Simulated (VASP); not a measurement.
# InAs in VASP: single point with PBE

Aim: the single point of InAs with PBE.

Program: VASP 6.6.1. These are calculated values, not measurements. Logs are shortened: lines on timing, memory, paths and dates and some standing lists are left out, and cuts for length are marked.

### Step 1. The cell of the first run

The cell holds a slab with vacuum, 12 atoms: a = 4.375 Å, b = 6.187 Å, c = 25.937 Å, α = 90.00°, β = 90.00°, γ = 90.00°.

### Step 2. Single point, PBE

INCAR

```
ALGO = Normal
DIPOL = 0.5 0.5 0.500
EDIFF = 1E-6
ENCUT = 520
GGA = PE
IDIPOL = 3
ISIF = 2
ISMEAR = 0
LASPH = True
LCHARG = False
LDIPOL = True
LREAL = False
LWAVE = False
NBANDS = 66
NELM = 60
PREC = Accurate
SIGMA = 0.1
```

KPOINTS

```
k-points
0
Gamma
  8 6 1
```

POSCAR

```
InAs
1.0
    4.3746994688      0.0000000000      0.0000000000
    0.0000000000      6.1867593201      0.0000000000
    0.0000000000      0.0000000000     25.9367486720
In As
6 6
Direct
    0.5000000000      0.4455872757      0.3085439974
    0.0000000000      0.0190304383      0.3686995621
    0.5000000000      0.5156884201      0.4604576119
    0.0000000000      0.0156841781      0.5395416247
    0.5000000000      0.5190269627      0.6312975683
    0.0000000000     -0.0544299923      0.6914558920
    0.0000000000      0.2369529795      0.2789809356
    0.5000000000      0.7687459959      0.3754655860
    0.0000000000      0.2640222996      0.4554500853
    0.5000000000      0.7640217604      0.5445510791
    0.0000000000      0.2687365136      0.6245373092
    0.5000000000      0.7369331684      0.7210187485
```

Potentials or basis: VASP PAW PBE potentials, release 64 (In_d, As).

The run is started by

```
> cat potpaw_PBE.64/In_d/POTCAR potpaw_PBE.64/As/POTCAR > POTCAR
> mpirun -np 1 vasp_std > vasp.out
```

OUTCAR:

```text
EDIFF = 1E-6
   ENCUT = 520
   GGA = PE
   ISIF = 2
   ISMEAR = 0
   LASPH = True
   LREAL = False
   NELM = 60
   PREC = Accurate

 ion  position               nearest neighbor table
   1  0.500  0.446  0.309-   8 2.65   7 2.65   7 2.65   2 3.77   2 3.77   3 3.96
   2  0.000  0.019  0.369-   8 2.69   8 2.69   7 2.69   9 2.71   1 3.77   1 3.77
   3  0.500  0.516  0.460-  10 2.67   9 2.69   9 2.69   8 2.70   1 3.96
   4  0.000  0.016  0.540-   9 2.67  10 2.69  10 2.69  11 2.70   6 3.96
   5  0.500  0.519  0.631-  11 2.69  11 2.69  12 2.69  10 2.71   6 3.77   6 3.77
   6  0.000  0.946  0.691-  11 2.65  12 2.65  12 2.65   5 3.77   5 3.77   4 3.96
   7  0.000  0.237  0.279-   1 2.65   1 2.65   2 2.69
   8  0.500  0.769  0.375-   1 2.65   2 2.69   2 2.69   3 2.70
   9  0.000  0.264  0.455-   4 2.67   3 2.69   3 2.69   2 2.71
  10  0.500  0.764  0.545-   3 2.67   4 2.69   4 2.69   5 2.71
  11  0.000  0.269  0.625-   6 2.65   5 2.69   5 2.69   4 2.70
  12  0.500  0.737  0.721-   6 2.65   6 2.65   5 2.69

  LATTYP: Found a simple orthorhombic cell.
 ALAT       =     4.3746994688
 B/A-ratio  =     1.4142135624
 C/A-ratio  =     5.9288069631

  Lattice vectors:

 A1 = (   4.3746994688,   0.0000000000,   0.0000000000)
 A2 = (   0.0000000000,   6.1867593201,   0.0000000000)
 A3 = (   0.0000000000,   0.0000000000,  25.9367486720)

Analysis of symmetry for initial positions (statically):
=====================================================================
 Subroutine PRICEL returns:
 Original cell was already a primitive cell.

 Routine SETGRP: Setting up the symmetry group for a
 simple orthorhombic supercell.

 Subroutine GETGRP returns: Found  2 space group operations
 (whereof  2 operations were pure point group operations)
 out of a pool of  8 trial point group operations.

The static configuration has the point symmetry C_1h.

Analysis of symmetry for dynamics (positions and initial velocities):
=====================================================================
 Subroutine PRICEL returns:
 Original cell was already a primitive cell.

 Routine SETGRP: Setting up the symmetry group for a
 simple orthorhombic supercell.

 Subroutine GETGRP returns: Found  2 space group operations
 (whereof  2 operations were pure point group operations)
 out of a pool of  8 trial point group operations.

The dynamic configuration has the point symmetry C_1h.

[... 129 lines left out ...]
   EFERMI_NEDOS =   21; number of points for ismear=-14 and -15
   IALGO  =     38    algorithm
   IMIX   =      4    mixing-type and parameters
     AMIX     =   0.40;   BMIX     =  1.00
     AMIX_MAG =   1.60;   BMIX_MAG =  1.00
  volume/ion in A,a.u.               =      58.50       394.77
  Fermi-wavevector in a.u.,A,eV,Ry     =   0.877217  1.657700 10.469817  0.769510
  Thomas-Fermi vector in A             =   1.997135
   LORBIT       =      0    0 simple, 1 ext, 2 COOP (PROOUT), +10 PAW based schemes
   GGA     = PE    functional components
   LHFCALC =     F    Hartree Fock is set to
   AEXX    =    0.0000 exact exchange contribution
   IVDW    =     0    specifies the selected vdW correction
   LEPSILON=     F    determine dielectric tensor
   LRPA    =     F    only Hartree local field effects (RPA)
 non-spin polarized calculation
 Gauss-broadening in eV      SIGMA  =   0.10
  energy-cutoff  :      520.00
  volume of cell :      701.98
 maximum number of plane-waves:     18972
 NGX is ok and might be reduce to    36
   NGX = 17   NGY = 23   NGZ = 97

 dipolmoment           0.000000      0.000000     -0.000016 electrons x Angstroem

 number of electron     107.9999978 magnetization

 dipolmoment           0.000000      0.000000      0.000022 electrons x Angstroem

 Free energy of the ion-electron system (eV)
  ---------------------------------------------------
  ext. energy  EPLUGINS =         0.00000000
  ---------------------------------------------------
  free energy    TOTEN  =       -44.80812360 eV

  energy without entropy =      -44.80811821  energy(sigma->0) =      -44.80812091

 E-fermi :  -0.2119     XC(G=0):  -4.9615

 val. band max:       -0.4584773708   @ k =   0.0000   0.0000   0.0000
 cond. band min:       0.0346038064   @ k =   0.0000   0.0000   0.0000
 fundamental gap:      0.4930811771
 Fermi energy:        -0.2119367051

 k-point     1 :       0.0000    0.0000    0.0000
  band No.  band energies     occupation
      1     -14.9333      2.00000
      2     -14.9330      2.00000
      3     -14.8429      2.00000
      4     -14.8370      2.00000
      5     -14.8005      2.00000
      6     -14.7938      2.00000
[... 1369 lines left out ...]
     65       4.0903      0.00000
     66       4.0905      0.00000

------------------------ aborting loop because EDIFF is reached ----------------------------------------

 vacuum level on the upper side and lower side of the slab       (xc-potential included)        -0.142        -0.142

  FORCE on cell =-STRESS in cart. coord.  units (eV):
  Direction    XX          YY          ZZ          XY          YZ          ZX
  --------------------------------------------------------------------------------------
  -------------------------------------------------------------------------------------
  Total       -2.0202145     -0.8026672      0.0826833      0.0000000     -0.0003768      0.0000000
  in kB       -4.6108509     -1.8319733      0.1887129      0.0000000     -0.0008600      0.0000000
  external PRESSURE =      -2.0847038 kB  Pullay stress =       0.0000000 kB

 VOLUME and BASIS-vectors are now :
 -----------------------------------------------------------------------------
  energy-cutoff  :      520.00
  volume of cell :      701.98
      direct lattice vectors                 reciprocal lattice vectors
     4.374699469  0.000000000  0.000000000     0.228587131  0.000000000  0.000000000
     0.000000000  6.186759320  0.000000000     0.000000000  0.161635510  0.000000000
     0.000000000  0.000000000 25.936748672     0.000000000  0.000000000  0.038555334

 POSITION                                       TOTAL-FORCE (eV/Angst)
 -----------------------------------------------------------------------------------
      2.18735      2.75674      8.00263         0.000000      0.001433     -0.000471
      0.00000      0.11774      9.56287         0.000000     -0.000691     -0.003068
      2.18735      3.19044     11.94277         0.000000      0.002876     -0.003228
      0.00000      0.09703     13.99396         0.000000      0.003107      0.003713
      2.18735      3.21109     16.37381         0.000000     -0.001001      0.003476
      0.00000      5.85001     17.93412         0.000000      0.001376      0.000654
      0.00000      1.46597      7.23586         0.000000     -0.001249     -0.012161
      2.18735      4.75605      9.73836         0.000000      0.000921      0.002873
      0.00000      1.63344     11.81289         0.000000     -0.003277      0.004072
      2.18735      4.72682     14.12388         0.000000     -0.003292     -0.004564
      0.00000      1.66261     16.19847         0.000000      0.000921     -0.003342
      2.18735      4.55923     18.70088         0.000000     -0.001124      0.012045
 -----------------------------------------------------------------------------------
    total drift:                                0.000000     -0.003000     -0.000049

  FREE ENERGIE OF THE ION-ELECTRON SYSTEM (eV)
  ---------------------------------------------------
  free  energy   TOTEN  =       -44.8081236025 eV

  energy  without entropy=      -44.8081182139  energy(sigma->0) =      -44.80812091

 vacuum level on the upper side and lower side of the slab         4.280         4.280
```

OSZICAR:

```text
N       E                     dE             d eps       ncg     rms          rms(c)
DAV:   1     0.958346850334E+03    0.95835E+03   -0.45169E+04  2752   0.147E+03
DAV:   2     0.698384016933E+02   -0.88851E+03   -0.86563E+03  2952   0.370E+02
DAV:   3    -0.402892092450E+02   -0.11013E+03   -0.10877E+03  3170   0.170E+02
[... 16 lines left out ...]
DAV:  20    -0.448080896932E+02   -0.22900E-04   -0.67799E-07  1826   0.498E-03    0.158E-03
DAV:  21    -0.448081136856E+02   -0.23992E-04   -0.11172E-06  1942   0.268E-03    0.882E-04
DAV:  22    -0.448081179847E+02   -0.42991E-05   -0.15204E-07  1994   0.281E-03    0.436E-04
DAV:  23    -0.448081229912E+02   -0.50065E-05   -0.23945E-07  1848   0.146E-03    0.314E-04
DAV:  24    -0.448081236025E+02   -0.61130E-06   -0.19036E-08  1698   0.966E-04
   1 F= -.44808124E+02 E0= -.44808121E+02  d E =-.538858E-05
```

stdout:

```text
POSCAR found type information on POSCAR InAs
 POSCAR found :  2 types and      12 ions
 scaLAPACK will be used
 LDA part: xc-table for (Slater+PW92), standard interpolation
 POSCAR, INCAR and KPOINTS ok, starting setup
 FFT: planning ... GRIDC
 FFT: planning ... GRID_SOFT
 FFT: planning ... GRID
 WAVECAR not read
 entering main loop
```

It took 23 min on 1 thread of Intel Xeon 6975P-C (Granite Rapids), shared host; peak memory 1.1 GiB.

What came out:

```
Free energy            : -44.8081 eV
Largest force          : 0.012 eV/Å
Band gap on the k mesh : 0.49 eV
```

Forces in eV/Å, atoms in the order of the input:
```
In   0.000  0.001  0.000
In   0.000 -0.001 -0.003
In   0.000  0.003 -0.003
In   0.000  0.003  0.004
In   0.000 -0.001  0.003
In   0.000  0.001  0.001
As   0.000 -0.001 -0.012
As   0.000  0.001  0.003
As   0.000 -0.003  0.004
As   0.000 -0.003 -0.005
As   0.000  0.001 -0.003
As   0.000 -0.001  0.012
```

Caveat: semilocal functionals underestimate gaps, and a narrow one can read as zero; spin-orbit coupling is left out, which moves the levels of the heavy elements.
